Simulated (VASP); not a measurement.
# AlSn (P-6m2) in VASP: notebook, part 2 of 2

VASP 6.6.1.

**3. Single point, B3LYP**

This run uses another cell than the first one, of 25.24 Å³/atom.

The input, POSCAR:

```
AlSn
1.0
    4.1981056157      0.0000000000      0.0000000000
   -2.0990528078      3.6356661109      0.0000000000
    0.0000000000      0.0000000000      3.3068470000
Sn Al
1 1
Direct
    0.3333333333      0.6666666667      0.5000000000
    0.0000000000      0.0000000000      0.0000000000
```

The input, INCAR.step1:

```
SYSTEM = AlSn
ALGO     = Normal         ! electronic algorithm
EDIFF    = 1E-5           ! SCF threshold, eV
ENCUT    = 520            ! plane-wave cutoff, eV
GGA      = PE             ! functional
ISIF     = 2              ! what is computed and relaxed
ISMEAR   = -1             ! smearing method
LASPH    = .TRUE.         ! aspherical terms in the spheres
LCHARG   = .FALSE.        ! write CHGCAR
LREAL    = .FALSE.        ! projectors in reciprocal space
LWAVE    = .TRUE.         ! write WAVECAR
NBANDS   = 16             ! bands
NELM     = 100            ! most SCF steps
PREC     = Accurate       ! precision mode
SIGMA    = 0.05           ! smearing width, eV
```

The input, INCAR.step2:

```
SYSTEM = AlSn
AEXX     = 0.2            ! exact-exchange fraction
AGGAC    = 0.81         
AGGAX    = 0.72         
ALDAC    = 0.19         
ALGO     = Normal         ! electronic algorithm
EDIFF    = 1E-7           ! SCF threshold, eV
ENCUT    = 520            ! plane-wave cutoff, eV
GGA      = B3             ! functional
ISIF     = 2              ! what is computed and relaxed
ISMEAR   = -1             ! smearing method
ISTART   = 1            
LASPH    = .TRUE.         ! aspherical terms in the spheres
LCHARG   = .FALSE.        ! write CHGCAR
LHFCALC  = .TRUE.         ! exact exchange
LREAL    = .FALSE.        ! projectors in reciprocal space
LWAVE    = .FALSE.        ! write WAVECAR
NBANDS   = 16             ! bands
NELM     = 100            ! most SCF steps
PREC     = Accurate       ! precision mode
PRECFOCK = Normal       
SIGMA    = 0.05           ! smearing width, eV
```

The input, KPOINTS:

```
k-points
0
G
  4 4 4
  0 0 0
```

Potentials or basis: VASP PAW PBE potentials, release 64 (Sn_d, Al).

The run is started by

```
> cat potpaw_PBE.64/Sn_d/POTCAR potpaw_PBE.64/Al/POTCAR > POTCAR
> cp INCAR.step1 INCAR
> mpirun -np 1 vasp_std > vasp.out
> cp INCAR.step2 INCAR
> mpirun -np 1 vasp_std > vasp.out
```

OUTCAR:

```text
SYSTEM = AlSn
   AEXX = 0.2
   EDIFF = 1E-7
   ENCUT = 520
   GGA = B3
   ISIF = 2
   ISMEAR = -1
   ISTART = 1
   LASPH = .TRUE.
   LHFCALC = .TRUE.
   LREAL = .FALSE.
   NELM = 100
   PREC = Accurate
   PRECFOCK = Normal

 ion  position               nearest neighbor table
   1  0.333  0.667  0.500-   2 2.93   2 2.93   2 2.93   2 2.93   2 2.93   2 2.93
   2  0.000  0.000  0.000-   1 2.93   1 2.93   1 2.93   1 2.93   1 2.93   1 2.93

  LATTYP: Found a hexagonal cell.
[... 411 lines left out ...]
     16      20.8014      0.00000

------------------------ aborting loop because EDIFF is reached ----------------------------------------

  FORCE on cell =-STRESS in cart. coord.  units (eV):
  Direction    XX          YY          ZZ          XY          YZ          ZX
  --------------------------------------------------------------------------------------
  -------------------------------------------------------------------------------------
  Total       -0.2267909     -0.2267909      3.6719526     -0.0000000      0.0000000      0.0000000
  in kB       -7.1992095     -7.1992095    116.5617858     -0.0000000      0.0000000      0.0000000
  external PRESSURE =      34.0544556 kB  Pullay stress =       0.0000000 kB

 VOLUME and BASIS-vectors are now :
 -----------------------------------------------------------------------------
  energy-cutoff  :      520.00
  volume of cell :       50.47
      direct lattice vectors                 reciprocal lattice vectors
     4.198105616  0.000000000  0.000000000     0.238202678  0.137526380  0.000000000
    -2.099052808  3.635666111  0.000000000     0.000000000  0.275052760  0.000000000
     0.000000000  0.000000000  3.306847000     0.000000000  0.000000000  0.302402863

 POSITION                                       TOTAL-FORCE (eV/Angst)
 -----------------------------------------------------------------------------------
     -0.00000      2.42378      1.65342        -0.000000      0.000000      0.000000
      0.00000      0.00000      0.00000         0.000000      0.000000      0.000000
 -----------------------------------------------------------------------------------
    total drift:                                0.000002      0.000002      0.000000

  FREE ENERGIE OF THE ION-ELECTRON SYSTEM (eV)
  ---------------------------------------------------
  free  energy   TOTEN  =        -6.9775311001 eV

  energy  without entropy=       -6.9688978804  energy(sigma->0) =       -6.97321449
```

OUTCAR.step1:

```text
SYSTEM = AlSn
   EDIFF = 1E-5
   ENCUT = 520
   GGA = PE
   ISIF = 2
   ISMEAR = -1
   LASPH = .TRUE.
[... 435 lines left out ...]
     -0.00000      2.42378      1.65342        -0.000000      0.000000      0.000000
      0.00000      0.00000      0.00000         0.000000      0.000000      0.000000
 -----------------------------------------------------------------------------------
    total drift:                                0.000000     -0.000000     -0.000000

  FREE ENERGIE OF THE ION-ELECTRON SYSTEM (eV)
  ---------------------------------------------------
  free  energy   TOTEN  =        -7.0117328084 eV

  energy  without entropy=       -6.9878302419  energy(sigma->0) =       -6.99978153
```

Run time: 18 min. Hardware: 1 thread of AMD EPYC, shared host; peak memory 0.15 GiB.

Results:

* Free energy: -6.9775 eV
* Pressure: 3.4 GPa
* Band gap on the k mesh: zero (an odd number of electrons rules out a gap without spin polarisation)

Levels at points of the mesh, in eV from the Fermi level:
```csv
k point,band 5,band 6,band 7,band 8,band 9,band 10,band 11,band 12
"(0.00, 0.00, 0.00)",-22.80,-11.39,0.41,0.41,1.62,3.55,4.30,4.30
"(0.50, 0.00, 0.00)",-22.80,-9.37,-6.88,-1.91,1.66,5.50,7.77,8.55
"(0.00, 0.00, 0.50)",-22.74,-8.09,-6.79,3.66,3.66,4.72,4.72,4.98
"(0.50, 0.00, 0.50)",-22.73,-6.21,-4.52,-3.26,-2.37,2.07,3.41,5.03
```

Caveat: the k points lie up to 0.48 Å⁻¹ apart, too coarse for converged energies and pressures of a metal; the PAW data sets were made with another functional, which shifts forces and pressure a little; spin-orbit coupling is left out, which moves the levels of the heavy elements.

**4. Relaxation of cell and atoms, HF**

This run uses another cell than the first one, of 25.24 Å³/atom.

POSCAR is that of step 3.

The input, INCAR.step1:

```
ALGO = Normal ; EDIFF = 1E-5
ENCUT = 600 ; GGA = PE
ISMEAR = -1 ; LASPH = T
LCHARG = F ; LREAL = F
LWAVE = T ; NBANDS = 16
NELM = 60 ; PREC = Accurate
SIGMA = 0.05
```

The input, INCAR.step2:

```
AEXX = 1.0 ; AGGAC = 0.0
ALDAC = 0.0 ; ALGO = Normal
EDIFF = 1E-6 ; EDIFFG = -0.01
ENCUT = 600 ; GGA = PE
IBRION = 2 ; ISIF = 3
ISMEAR = -1 ; ISTART = 1
LASPH = T ; LCHARG = F
LHFCALC = T ; LREAL = F
LWAVE = F ; NELM = 60
NSW = 60 ; PREC = Accurate
PRECFOCK = Normal ; SIGMA = 0.05
```

The input, KPOINTS:

```
k-points
0
Gamma
  4 4 4
```

The run is started by

```
> cat potpaw_PBE.64/Sn_d/POTCAR potpaw_PBE.64/Al/POTCAR > POTCAR
> cp INCAR.step1 INCAR
> mpirun -np 1 vasp_std > vasp.out
> cp INCAR.step2 INCAR
> mpirun -np 1 vasp_std > vasp.out
```

Wall time 41 min (1 thread of Intel Xeon Platinum 8488C (Sapphire Rapids), shared host); peak memory 0.2 GiB.

Results (log left out):

```yaml
Free_energy: -13.5301 eV
Relaxed_volume: 27.96 Å³/atom
Relaxed_cell: a = 4.269 Å, b = 4.269 Å, c = 3.544 Å, α = 90.00°, β = 90.00°, γ = 120.00°
Space_group_after_relaxing_to_0.1_Å: P-6m2 (No. 187)
Energy_gained_by_relaxing: 83.5 meV/atom
Ionic_steps: 4
Pressure_after_relaxing: 0.0 GPa
Band_gap_on_the_k_mesh: zero (an odd number of electrons rules out a gap without spin polarisation)
```

The path:
```tsv
step	energy change (eV)	largest force (eV/Å)	pressure (GPa)	volume (Å³)
1	0.0000	0.0000	6.32	50.47
2	-0.1207	0.0000	-1.61	57.93
3	-0.1643	0.0000	0.57	55.12
4	-0.1670	0.0000	0.03	55.92
```

Final structure:
```yaml
crystal:
  lattice:
    - [4.26872, 0.00000, 0.00000]
    - [-2.13436, 3.69682, 0.00000]
    - [0.00000, 0.00000, 3.54359]
  atoms:
    - { symbol: Sn, position: [0.33333, 0.66667, 0.50000] }
    - { symbol: Al, position: [0.00000, 0.00000, 0.00000] }
```

Levels at points of the mesh, in eV from the Fermi level:
```csv
k point,band 6,band 7,band 8,band 9,band 10,band 11
"(0.00, 0.00, 0.00)",-16.00,1.97,2.17,2.17,5.17,7.54
"(0.50, 0.00, 0.00)",-13.16,-10.39,-2.99,3.38,7.55,9.70
"(0.00, 0.00, 0.50)",-11.83,-10.90,6.00,6.00,6.53,8.26
"(0.50, 0.00, 0.50)",-9.29,-7.82,-4.86,-4.37,4.02,6.18
```

Caveat: the k points lie up to 0.44 Å⁻¹ apart in the final cell, too coarse for converged energies and pressures of a metal; the PAW data sets were made with another functional, which shifts forces and pressure a little; spin-orbit coupling is left out, which moves the levels of the heavy elements.

**5. Overview**

| task | level | cell | cutoff (eV) | share of exact exchange | screening parameter | gap on the mesh (eV) | pressure (GPa) |
| --- | --- | --- | --- | --- | --- | --- | --- |
| single point | PBE-based screened hybrid with 25 % exact exchange | a = 4.003, b = 4.003, c = 3.517 Å, angles 90.0, 90.0, 120.0°, 2 atoms | 520 | 0.25 | 0.3 1/Å | none | 0.0 |
| single point | B3LYP | a = 4.198, b = 4.198, c = 3.307 Å, angles 90.0, 90.0, 120.0°, 2 atoms | 520 | 0.2 | - | none | 3.4 |
| relaxation of cell and atoms | HF | relaxed from a = 4.198, b = 4.198, c = 3.307 Å, angles 90.0, 90.0, 120.0°, 2 atoms | 600 | 1 | - | none | 0.0 |

Alike in all rows: potentials or basis VASP PAW PBE potentials, release 64 (Sn_d, Al); no spin polarisation; k mesh 4 × 4 × 4; smearing fermi-dirac 0.05 eV.

Caveats: all runs use coarse meshes; the PAW data sets were made with another functional, which shifts forces and pressure a little; spin-orbit coupling is left out, which moves the levels of the heavy elements.

Total energies depend on the potentials used, so only differences within one code and one set of settings carry meaning.
